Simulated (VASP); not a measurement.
# Au (Fd-3m) in VASP: a series of runs, part 2 of 2

VASP 6.6.1. Earlier steps stand in the parts before.

## 4. Relaxation of cell and atoms, r2SCAN

The input, POSCAR:

```
Au
1.0
    0.0000000000      2.7470280705      2.7470280705
    2.7470280705      0.0000000000      2.7470280705
    2.7470280705      2.7470280705      0.0000000000
Au
2
Direct
    0.5000000000      0.5000000000      0.5000000000
    0.7500000000      0.7500000000      0.7500000000
```

The input, INCAR.step1:

```
ALGO = Normal
EDIFF = 1E-4
ENCUT = 600
GGA = PE
ISMEAR = 0
LASPH = T
LCHARG = F
LREAL = F
LWAVE = T
NELM = 80
PREC = Accurate
SIGMA = 0.1
```

The input, INCAR.step2:

```
ALGO = Normal
EDIFF = 1E-7
EDIFFG = -0.04
ENCUT = 600
IBRION = 2
ISIF = 3
ISMEAR = 0
ISTART = 1
LASPH = T
LCHARG = F
LMIXTAU = T
LREAL = F
LWAVE = F
METAGGA = R2SCAN
NELM = 80
NSW = 90
PREC = Accurate
SIGMA = 0.1
```

The input, KPOINTS:

```
k-points
0
Gamma
  6 6 6
```

Potentials or basis: VASP PAW PBE potentials, release 64 (Au).

Launch:

```
$ cat potpaw_PBE.64/Au/POTCAR > POTCAR
$ cp INCAR.step1 INCAR
$ mpirun -np 1 vasp_std > vasp.out
$ cp INCAR.step2 INCAR
$ mpirun -np 1 vasp_std > vasp.out
```

OUTCAR:

```text
EDIFF = 1E-7
   EDIFFG = -0.04
   ENCUT = 600
   IBRION = 2
   ISIF = 3
   ISMEAR = 0
   ISTART = 1
   LASPH = T
   LREAL = F
   METAGGA = R2SCAN
   NELM = 80
   NSW = 90
   PREC = Accurate

 ion  position               nearest neighbor table
   1  0.500  0.500  0.500-   2 2.38   2 2.38   2 2.38   2 2.38
   2  0.750  0.750  0.750-   1 2.38   1 2.38   1 2.38   1 2.38

  LATTYP: Found a face centered cubic cell.
 ALAT       =     5.4940561410

  Lattice vectors:

 A1 = (   0.0000000000,   2.7470280705,   2.7470280705)
 A2 = (   2.7470280705,   0.0000000000,   2.7470280705)
 A3 = (   2.7470280705,   2.7470280705,   0.0000000000)

Analysis of symmetry for initial positions (statically):
=====================================================================
 Subroutine PRICEL returns:
 Original cell was already a primitive cell.

 Routine SETGRP: Setting up the symmetry group for a
 face centered cubic supercell.

 Subroutine GETGRP returns: Found 48 space group operations
 (whereof 24 operations were pure point group operations)
 out of a pool of 48 trial point group operations.

The static configuration has the point symmetry T_d .
 The point group associated with its full space group is O_h .

Analysis of symmetry for dynamics (positions and initial velocities):
=====================================================================
 Subroutine PRICEL returns:
 Original cell was already a primitive cell.

 Routine SETGRP: Setting up the symmetry group for a
 face centered cubic supercell.

 Subroutine GETGRP returns: Found 48 space group operations
 (whereof 24 operations were pure point group operations)
 out of a pool of 48 trial point group operations.

The dynamic configuration has the point symmetry T_d .
 The point group associated with its full space group is O_h .

 Subroutine INISYM returns: Found 48 space group operations
 (whereof 24 operations are pure point group operations),
 and found     1 'primitive' translations

----------------------------------------------------------------------------------------

[... 76 lines left out ...]
   ICHARG =      0    charge: 1-file 2-atom 10-const
   ISPIN  =      1    spin polarized calculation?
   LNONCOLLINEAR =      F non collinear calculations
   LSORBIT =      F    spin-orbit coupling
   LASPH  =      T    aspherical Exc in radial PAW
   ENCUT  =  600.0 eV  44.10 Ry    6.64 a.u.   7.76  7.76  7.76*2*pi/ulx,y,z
   NELM   =     80;   NELMIN=  2; NELMDL=  0     # of ELM steps
   EDIFF  = 0.1E-06   stopping-criterion for ELM
   LREAL  =      F    real-space projection
   EDIFFG = -.4E-01   stopping-criterion for IOM
   NSW    =     90    number of steps for IOM
   IBRION =      2    ionic relax: 0-MD 1-quasi-New 2-CG
   NFREE  =      1    steps in history (QN), initial steepest desc. (CG)
   ISIF   =      3    stress and relaxation
   ISYM   =      2    0-nonsym 1-usesym 2-fastsym
   POTIM  = 0.5000    time-step for ionic-motion
   TEBEG  =    0.0;   TEEND  =   0.0 temperature during run
   PSTRESS=    0.0 pullay stress
   NELECT =      22.0000    total number of electrons
   NUPDOWN=      -1.0000    fix difference up-down
   EMIN   =  10.00;   EMAX   =-10.00  energy-range for DOS
   EFERMI =   0.00;   METHOD = LEGACY
   ISMEAR =     0;   SIGMA  =   0.10  broadening in eV -4-tet -1-fermi 0-gaus
   EFERMI_NEDOS =   21; number of points for ismear=-14 and -15
   IALGO  =     38    algorithm
   IMIX   =      4    mixing-type and parameters
     AMIX     =   0.40;   BMIX     =  1.00
     AMIX_MAG =   1.60;   BMIX_MAG =  1.00
  volume/ion in A,a.u.               =      20.73       139.89
  Fermi-wavevector in a.u.,A,eV,Ry     =   1.325387  2.504618 23.900675  1.756650
  Thomas-Fermi vector in A             =   2.454851
   LORBIT       =      0    0 simple, 1 ext, 2 COOP (PROOUT), +10 PAW based schemes
   METAGGA = R2SCAN    functional components
   LHFCALC =     F    Hartree Fock is set to
   AEXX    =    0.0000 exact exchange contribution
   IVDW    =     0    specifies the selected vdW correction
   LEPSILON=     F    determine dielectric tensor
   LRPA    =     F    only Hartree local field effects (RPA)
 conjugate gradient relaxation of ions
 non-spin polarized calculation
 Gauss-broadening in eV      SIGMA  =   0.10
  energy-cutoff  :      600.00
  volume of cell :       41.46
 maximum number of plane-waves:      1411
   NGX = 15   NGY = 15   NGZ = 15

--------------------------------------- Ionic step        1  -------------------------------------------

 number of electron      22.0000002 magnetization

 Free energy of the ion-electron system (eV)
  ---------------------------------------------------
  ext. energy  EPLUGINS =         0.00000000
  ---------------------------------------------------
  free energy    TOTEN  =       -98.05939603 eV

  energy without entropy =      -98.05034054  energy(sigma->0) =      -98.05486828

 E-fermi :   6.4933     XC(G=0): -11.9636

 val. band max:        6.4830727966   @ k =  -0.3333   0.3333   0.1667
 cond. band min:       6.9611613750   @ k =   0.5000   0.1667   0.0000
 fundamental gap:      0.4780885784
 Fermi energy:         6.4932979669
[... 1019 lines left out ...]
--------------------------------------- Ionic step        5  -------------------------------------------

 number of electron      22.0000003 magnetization

 Free energy of the ion-electron system (eV)
  ---------------------------------------------------
  ext. energy  EPLUGINS =         0.00000000
  ---------------------------------------------------
  free energy    TOTEN  =       -99.58281926 eV

  energy without entropy =      -99.57350838  energy(sigma->0) =      -99.57816382

 E-fermi :   3.1953     XC(G=0): -10.1307

 val. band max:        2.6485503815   @ k =  -0.3333   0.3333   0.1667
 cond. band min:       3.2234196386   @ k =   0.5000   0.5000   0.0000
 fundamental gap:      0.5748692571
 Fermi energy:         3.1953450371
[... 315 lines left out ...]
  FREE ENERGIE OF THE ION-ELECTRON SYSTEM (eV)
  ---------------------------------------------------
  free  energy   TOTEN  =       -99.5828192642 eV

  energy  without entropy=      -99.5735083826  energy(sigma->0) =      -99.57816382

 reached required accuracy - stopping structural energy minimisation
```

OUTCAR.step1:

```text
EDIFF = 1E-4
   ENCUT = 600
   GGA = PE
   ISMEAR = 0
   LASPH = T
[... 499 lines left out ...]
 -----------------------------------------------------------------------------------
      2.74703      2.74703      2.74703        -0.000000     -0.000000     -0.000000
      4.12054      4.12054      4.12054         0.000000      0.000000      0.000000
 -----------------------------------------------------------------------------------
    total drift:                               -0.000000     -0.000000      0.000000

  FREE ENERGIE OF THE ION-ELECTRON SYSTEM (eV)
  ---------------------------------------------------
  free  energy   TOTEN  =        -3.2303112685 eV

  energy  without entropy=       -3.2195720318  energy(sigma->0) =       -3.22494165
```

OSZICAR.step1:

```text
N       E                     dE             d eps       ncg     rms          rms(c)
DAV:   1     0.142102231510E+03    0.14210E+03   -0.12646E+04   480   0.156E+03
DAV:   2    -0.169228983677E+01   -0.14379E+03   -0.13927E+03   550   0.305E+02
DAV:   3    -0.375949821431E+01   -0.20672E+01   -0.20629E+01   536   0.401E+01
DAV:   4    -0.377298638640E+01   -0.13488E-01   -0.13487E-01   557   0.326E+00
DAV:   5    -0.377315872387E+01   -0.17234E-03   -0.17234E-03   529   0.383E-01    0.210E+01
DAV:   6    -0.328971648712E+01    0.48344E+00   -0.12979E+00   529   0.989E+00    0.136E+01
DAV:   7    -0.323771835328E+01    0.51998E-01   -0.12637E-01   557   0.278E+00    0.451E+00
DAV:   8    -0.323041653360E+01    0.73018E-02   -0.21130E-02   501   0.129E+00    0.308E-01
DAV:   9    -0.323029180878E+01    0.12472E-03   -0.76951E-04   508   0.252E-01    0.599E-02
DAV:  10    -0.323031126853E+01   -0.19460E-04   -0.24137E-05   261   0.444E-02
   1 F= -.32303113E+01 E0= -.32249417E+01  d E =-.107392E-01
```

Wall time 2.7 min (1 thread of Intel Xeon Platinum 8488C (Sapphire Rapids), shared host); peak memory 0.2 GiB.

What came out:

| Item | Value |
| --- | --- |
| Free energy | -99.5828 eV |
| Relaxed volume | 28.19 Å³/atom |
| Relaxed cell | a = 4.304 Å, b = 4.304 Å, c = 4.304 Å, α = 60.00°, β = 60.00°, γ = 60.00° |
| Space group after relaxing (to 0.1 Å) | Fd-3m (No. 227) |
| Energy gained by relaxing | 761.7 meV/atom |
| Ionic steps | 5 |
| Pressure after relaxing | 0.0 GPa |
| Band gap on the k mesh | zero (bands 11 and 12 overlap by 0.69 eV) |

The path:
```
step  energy change (eV)  largest force (eV/Å)  pressure (GPa)  volume (Å³)
   1              0.0000                0.0000           45.90        41.46
   2             -0.1959                0.0000           -8.11        88.28
   3             -1.5137                0.0000           -1.74        58.14
   4             -1.5213                0.0000           -0.84        57.21
   5             -1.5234                0.0000            0.03        56.39
```

Final structure:
```
CELL_PARAMETERS angstrom
0.00000 3.04361 3.04361
3.04361 0.00000 3.04361
3.04361 3.04361 0.00000
ATOMIC_POSITIONS crystal
Au 0.50000 0.50000 0.50000
Au 0.75000 0.75000 0.75000
```

Caveat: the volume moved by over 15 % at a fixed basis, so the end points are rough; the PAW data sets were made with another functional, which shifts forces and pressure a little; spin-orbit coupling is left out, which moves the levels of the heavy elements.

## 5. The runs side by side

| task | cell | cutoff (eV) | gap on the mesh (eV) | pressure (GPa) |
| --- | --- | --- | --- | --- |
| single point | a = 3.885 Å, angles 60.0°, 2 atoms | 520 | none | 45.8 |
| single point | a = 4.302 Å, angles 60.0°, 2 atoms | 520 | none | 0.1 |
| relaxation of cell and atoms | relaxed from a = 3.885 Å, angles 60.0°, 2 atoms | 600 | none | 0.0 |

Alike in all rows: level r2SCAN; potentials or basis VASP PAW PBE potentials, release 64 (Au); no spin polarisation; k mesh 6 × 6 × 6; smearing gaussian 0.1 eV.

Caveats: the PAW data sets were made with another functional, which shifts forces and pressure a little; spin-orbit coupling is left out, which moves the levels of the heavy elements; the cell stands under pressure (at least some runs); the volume moved by over 15 % at a fixed basis, so the end points are rough (at least some runs).

Absolute energies hang on the potentials; compare differences alone.

The gap in the log of VASP goes by the Fermi energy; the results here count the filled bands.